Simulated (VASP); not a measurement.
# Nb2H (I4/mmm) in VASP: single point with PBEsol

Aim: the single point of Nb2H with PBEsol.

All numbers are computed with VASP 6.6.1; they aren't measurements. Logs are shortened: lines on timing, memory, paths and dates and some standing lists are left out, and cuts for length are marked.

## Step 1: The cell of the first run

The structure is tetragonal, space group I4/mmm (No. 139). Conventional cell: a = 3.043 Å, b = 3.043 Å, c = 7.508 Å, α = 90.00°, β = 90.00°, γ = 90.00°. Nb (site symmetry 4mm) has 9 Nb at 2.49 to 3.04 Å and 5 H at 2.49 to 2.50 Å within 3.3 Å. H (site symmetry 4/mmm) has 10 Nb at 2.49 to 2.50 Å and 4 H at 3.04 Å within 3.3 Å.

## Step 2: Single point, PBEsol

File POSCAR:

```
Nb2H
1.0
    0.0000000000      3.0429440200      0.0000000000
    3.0429440200      0.0000000000      0.0000000000
    1.5214715100      1.5214715100     -3.7541855900
Nb H
2 1
Direct
    0.3333000000      0.3333000000      0.3334000000
    0.6667000000      0.6667000000      0.6666000000
    0.0000000000      0.0000000000      0.0000000000
```

File INCAR.step1:

```
SYSTEM = Nb2H
ALGO = Normal
EDIFF = 1E-6
ENCUT = 520
GGA = PS
ISIF = 2
ISMEAR = 0
LASPH = .True.
LCHARG = .True.
LMAXMIX = 4
LREAL = .False.
LWAVE = .False.
NBANDS = 20
NELM = 100
PREC = Accurate
SIGMA = 0.1548
```

File KPOINTS.step1:

```
k-points
0
Gamma
  12 12 12
  0 0 0
```

File INCAR.step2:

```
SYSTEM = Nb2H
ALGO = Normal
EDIFF = 1E-6
ENCUT = 520
GGA = PS
ICHARG = 11
ISIF = 2
ISMEAR = -5
LASPH = .True.
LCHARG = .False.
LMAXMIX = 4
LORBIT = 11
LREAL = .False.
LWAVE = .False.
NEDOS = 1001
NELM = 100
PREC = Accurate
SIGMA = 0.1548
```

File KPOINTS.step2:

```
k-points
0
Gamma
  18 18 18
  0 0 0
```

Potentials or basis: VASP PAW PBE potentials, release 64 (Nb_sv, H).

Run with:

```
cat potpaw_PBE.64/Nb_sv/POTCAR potpaw_PBE.64/H/POTCAR > POTCAR
cp INCAR.step1 INCAR
cp KPOINTS.step1 KPOINTS
mpirun -np 1 vasp_std > vasp.out
cp INCAR.step2 INCAR
cp KPOINTS.step2 KPOINTS
mpirun -np 1 vasp_std > vasp.out
```

OUTCAR:

```text
SYSTEM = Nb2H
   EDIFF = 1E-6
   ENCUT = 520
   GGA = PS
   ICHARG = 11
   ISIF = 2
   ISMEAR = -5
   LASPH = .True.
   LORBIT = 11
   LREAL = .False.
   NELM = 100
   PREC = Accurate

 ion  position               nearest neighbor table
   1  0.333  0.333  0.333-   2 2.49   2 2.49   2 2.49   2 2.49   2 2.50
   2  0.667  0.667  0.667-   1 2.49   1 2.49   1 2.49   1 2.49   1 2.50
   3  0.000  0.000  0.000-

  LATTYP: Found a body centered tetragonal cell.
 ALAT       =     3.0429440200
 C/A-ratio  =     2.4674693753

  Lattice vectors:

 A1 = (  -1.5214715100,   1.5214725100,   3.7541855900)
 A2 = (   1.5214725100,  -1.5214715100,   3.7541855900)
 A3 = (   1.5214715100,   1.5214715100,  -3.7541855900)

Analysis of symmetry for initial positions (statically):
=====================================================================
 Subroutine PRICEL returns:
 Original cell was already a primitive cell.

 Routine SETGRP: Setting up the symmetry group for a
 body centered tetragonal supercell.

 Subroutine GETGRP returns: Found 16 space group operations
 (whereof 16 operations were pure point group operations)
 out of a pool of 16 trial point group operations.

The static configuration has the point symmetry D_4h.

Analysis of symmetry for dynamics (positions and initial velocities):
=====================================================================
 Subroutine PRICEL returns:
 Original cell was already a primitive cell.

 Routine SETGRP: Setting up the symmetry group for a
 body centered tetragonal supercell.

 Subroutine GETGRP returns: Found 16 space group operations
 (whereof 16 operations were pure point group operations)
 out of a pool of 16 trial point group operations.

The dynamic configuration has the point symmetry D_4h.

 Subroutine INISYM returns: Found 16 space group operations
 (whereof 16 operations are pure point group operations),
 and found     1 'primitive' translations

----------------------------------------------------------------------------------------

                                     Primitive cell

  volume of cell :      34.7619

  direct lattice vectors                    reciprocal lattice vectors
     0.000000000  3.042944020  0.000000000     0.000000000  0.328629115  0.133184635
     3.042944020  0.000000000  0.000000000     0.328629115  0.000000000  0.133184635
     1.521471510  1.521471510 -3.754185590     0.000000000  0.000000000 -0.266369357

  length of vectors
     3.042944020  3.042944020  4.327084533     0.354591655  0.354591655  0.266369357

  position of ions in fractional coordinates (direct lattice)
     0.333300000  0.333300000  0.333400000
     0.666700000  0.666700000  0.666600000
     0.000000000  0.000000000  0.000000000

  ion indices of the primitive-cell ions
   primitive index   ion index
                 1           1
                 2           2
                 3           3

----------------------------------------------------------------------------------------

 KPOINTS: k-points

Automatic generation of k-mesh.
 Grid dimensions read from file:
 generate k-points for:   18   18   18

 Generating k-lattice:

  Cartesian coordinates                     Fractional coordinates (reciprocal lattice)
     0.000000000  0.018257173  0.007399146     0.055555556  0.000000000  0.000000000
     0.018257173  0.000000000  0.007399146     0.000000000  0.055555556  0.000000000
     0.000000000  0.000000000 -0.014798298     0.000000000  0.000000000  0.055555556

  Length of vectors
     0.019699536  0.019699536  0.014798298

  Shift w.r.t. Gamma in fractional coordinates (k-lattice)
     0.000000000  0.000000000  0.000000000

 TETIRR: Found  16873 inequivalent tetrahedra from    34992

 Subroutine IBZKPT returns following result:
 ===========================================

 Found    480 irreducible k-points:

 Following reciprocal coordinates:
            Coordinates               Weight
  0.000000  0.000000  0.000000      1.000000
  0.055556  0.000000  0.000000      8.000000
  0.111111  0.000000  0.000000      8.000000
  0.166667  0.000000  0.000000      8.000000
  0.222222  0.000000  0.000000      8.000000
  0.277778  0.000000 -0.000000      8.000000
[... 16 lines left out ...]
 -0.277778  0.055556  0.000000     16.000000
 -0.222222  0.055556 -0.000000     16.000000
 [... further k-points ...]
   k-points           NKPTS =    480   k-points in BZ     NKDIM =    480   number of bands    NBANDS=     17
   number of dos      NEDOS =   1001   number of ions     NIONS =      3
   total plane-waves  NPLWV =  18432
   dimension x,y,z NGX =    24 NGY =   24 NGZ =   32
   dimension x,y,z NGXF=    48 NGYF=   48 NGZF=   64
   ions per type =               2   1
   NGX,Y,Z   is equivalent  to a cutoff of  13.11, 13.11, 12.29 a.u.
   NGXF,Y,Z  is equivalent  to a cutoff of  26.22, 26.22, 24.59 a.u.
 SYSTEM =  Nb2H
   PREC   = accura    normal or accurate (medium, high low for compatibility)
   ISTART =      0    job   : 0-new  1-cont  2-samecut
   ICHARG =     11    charge: 1-file 2-atom 10-const
   ISPIN  =      1    spin polarized calculation?
   LNONCOLLINEAR =      F non collinear calculations
   LSORBIT =      F    spin-orbit coupling
   LASPH  =      T    aspherical Exc in radial PAW
   ENCUT  =  520.0 eV  38.22 Ry    6.18 a.u.   5.66  5.66  8.05*2*pi/ulx,y,z
   NELM   =    100;   NELMIN=  2; NELMDL=  0     # of ELM steps
   EDIFF  = 0.1E-05   stopping-criterion for ELM
   LREAL  =      F    real-space projection
   EDIFFG = 0.1E-04   stopping-criterion for IOM
   NSW    =      0    number of steps for IOM
   IBRION =     -1    ionic relax: 0-MD 1-quasi-New 2-CG
   NFREE  =      0    steps in history (QN), initial steepest desc. (CG)
   ISIF   =      2    stress and relaxation
   ISYM   =      2    0-nonsym 1-usesym 2-fastsym
   POTIM  = 0.5000    time-step for ionic-motion
   TEBEG  =    0.0;   TEEND  =   0.0 temperature during run
   PSTRESS=    0.0 pullay stress
   NELECT =      27.0000    total number of electrons
   NUPDOWN=      -1.0000    fix difference up-down
   EMIN   =  10.00;   EMAX   =-10.00  energy-range for DOS
   EFERMI =   0.00;   METHOD = LEGACY
   ISMEAR =    -5;   SIGMA  =   0.15  broadening in eV -4-tet -1-fermi 0-gaus
   EFERMI_NEDOS =   21; number of points for ismear=-14 and -15
   IALGO  =     38    algorithm
   IMIX   =      4    mixing-type and parameters
     AMIX     =   0.40;   BMIX     =  1.00
     AMIX_MAG =   1.60;   BMIX_MAG =  1.00
  volume/ion in A,a.u.               =      11.59        78.19
  Fermi-wavevector in a.u.,A,eV,Ry     =   1.504856  2.843765 30.811628  2.264591
  Thomas-Fermi vector in A             =   2.615781
   LORBIT       =     11    0 simple, 1 ext, 2 COOP (PROOUT), +10 PAW based schemes
   GGA     = PS    functional components
   LHFCALC =     F    Hartree Fock is set to
   AEXX    =    0.0000 exact exchange contribution
   IVDW    =     0    specifies the selected vdW correction
   LEPSILON=     F    determine dielectric tensor
   LRPA    =     F    only Hartree local field effects (RPA)
 non-spin polarized calculation
 Fermi weights with tetrahedron method with Bloechl corrections
  energy-cutoff  :      520.00
  volume of cell :       34.76
 maximum number of plane-waves:       949

 number of electron      27.0000000 magnetization

 Free energy of the ion-electron system (eV)
  ---------------------------------------------------
  ext. energy  EPLUGINS =         0.00000000
  ---------------------------------------------------
  free energy    TOTEN  =       -22.30022677 eV

  energy without entropy =      -22.30022677  energy(sigma->0) =      -22.30022677

 E-fermi :  12.0841     XC(G=0): -12.9766

 val. band max:       12.1449539859   @ k =  -0.3889   0.3889   0.1667
 cond. band min:      12.0518757526   @ k =  -0.3333   0.3333   0.0556
 fundamental gap:     -0.0930782333
 Fermi energy:        12.0840794608

 k-point     1 :       0.0000    0.0000    0.0000
  band No.  band energies     occupation
      1     -42.3392      2.00000
      2     -41.1894      2.00000
      3     -19.2367      2.00000
      4     -18.4921      2.00000
      5     -18.4921      2.00000
      6     -17.0341      2.00000
[... 9 lines left out ...]
     16      13.4848      0.00000
     17      14.2264      0.00000

 k-point     2 :       0.0556    0.0000    0.0000
  band No.  band energies     occupation
      1     -42.3296      2.00000
      2     -41.1966      2.00000
      3     -19.2363      2.00000
      4     -18.5171      2.00000
      5     -18.4802      2.00000
      6     -17.0253      2.00000
[... 9 lines left out ...]
     16      13.8669      0.00000
     17      14.2436      0.00000

 k-point     3 :       0.1111    0.0000    0.0000
  band No.  band energies     occupation
      1     -42.3015      2.00000
      2     -41.2179      2.00000
      3     -19.2370      2.00000
      4     -18.5842      2.00000
      5     -18.4449      2.00000
      6     -17.0704      2.00000
[... 9 lines left out ...]
     16      14.2092      0.00000
     17      14.5507      0.00000

 k-point     4 :       0.1667    0.0000    0.0000
  band No.  band energies     occupation
      1     -42.2558      2.00000
      2     -41.2530      2.00000
      3     -19.2450      2.00000
      4     -18.6741      2.00000
      5     -18.3874      2.00000
      6     -17.1510      2.00000
[... 9 lines left out ...]
     16      14.4124      0.00000
     17      14.9850      0.00000
[... 343 lines left out ...]
      1     -42.0438      2.00000
      2     -41.4207      2.00000
      3     -19.3643      2.00000
      4     -18.9167      2.00000
      5     -18.1142      2.00000
      6     -17.4908      2.00000
[... 9 lines left out ...]
     16      14.8797      0.00000
     17      15.6422      0.00000

 k-point    23 :      -0.2778    0.0556    0.0000
  band No.  band energies     occupation
      1     -42.1245      2.00000
      2     -41.3530      2.00000
      3     -19.3182      2.00000
      4     -18.8506      2.00000
      5     -18.2204      2.00000
      6     -17.4072      2.00000
[... 9 lines left out ...]
     16      14.7035      0.00000
     17      15.2827      0.00000

 k-point    24 :      -0.2222    0.0556   -0.0000
  band No.  band energies     occupation
      1     -42.1959      2.00000
      2     -41.2957      2.00000
      3     -19.2827      2.00000
      4     -18.7659      2.00000
      5     -18.3159      2.00000
      6     -17.3109      2.00000
[... 9 lines left out ...]
     16      14.5529      0.00000
     17      14.8932      0.00000

 [... further k-points ...]

------------------------ aborting loop because EDIFF is reached ----------------------------------------

  FORCE on cell =-STRESS in cart. coord.  units (eV):
  Direction    XX          YY          ZZ          XY          YZ          ZX
  --------------------------------------------------------------------------------------
  -------------------------------------------------------------------------------------
  Total        7.6823141      7.6823141      7.8247332      0.0000000      0.0000010      0.0000010
  in kB      354.0780263    354.0780263    360.6421292      0.0000000      0.0000480      0.0000480
  external PRESSURE =     356.2660606 kB  Pullay stress =       0.0000000 kB

 VOLUME and BASIS-vectors are now :
 -----------------------------------------------------------------------------
  energy-cutoff  :      520.00
  volume of cell :       34.76
      direct lattice vectors                 reciprocal lattice vectors
     0.000000000  3.042944020  0.000000000     0.000000000  0.328629115  0.133184635
     3.042944020  0.000000000  0.000000000     0.328629115  0.000000000  0.133184635
     1.521471510  1.521471510 -3.754185590     0.000000000  0.000000000 -0.266369357

 POSITION                                       TOTAL-FORCE (eV/Angst)
 -----------------------------------------------------------------------------------
      1.52147      1.52147     -1.25165         0.000000      0.000000      3.067132
      3.04294      3.04294     -2.50254        -0.000000     -0.000000     -3.067132
      0.00000      0.00000      0.00000         0.000000      0.000000      0.000000
 -----------------------------------------------------------------------------------
    total drift:                               -0.000000     -0.000000      0.000000

  FREE ENERGIE OF THE ION-ELECTRON SYSTEM (eV)
  ---------------------------------------------------
  free  energy   TOTEN  =       -22.3002267699 eV

  energy  without entropy=      -22.3002267699  energy(sigma->0) =      -22.30022677

 total charge

# of ion       s       p       d       tot
------------------------------------------
    1        2.257   5.982   2.983  11.222
    2        2.257   5.982   2.983  11.222
    3        0.409   0.019   0.000   0.428
--------------------------------------------------
tot          4.923  11.982   5.967  22.872
```

It took 100 s on 1 thread of Intel Xeon 6975P-C (Granite Rapids), shared host; peak memory 0.39 GiB.

What came out:

```
Valence electrons inside the program's atomic spheres : Nb 11.22; H 0.43
```

Caveat: the PAW data sets were made with another functional, which shifts forces and pressure a little; tetrahedron occupations give inexact forces and stress in metals.
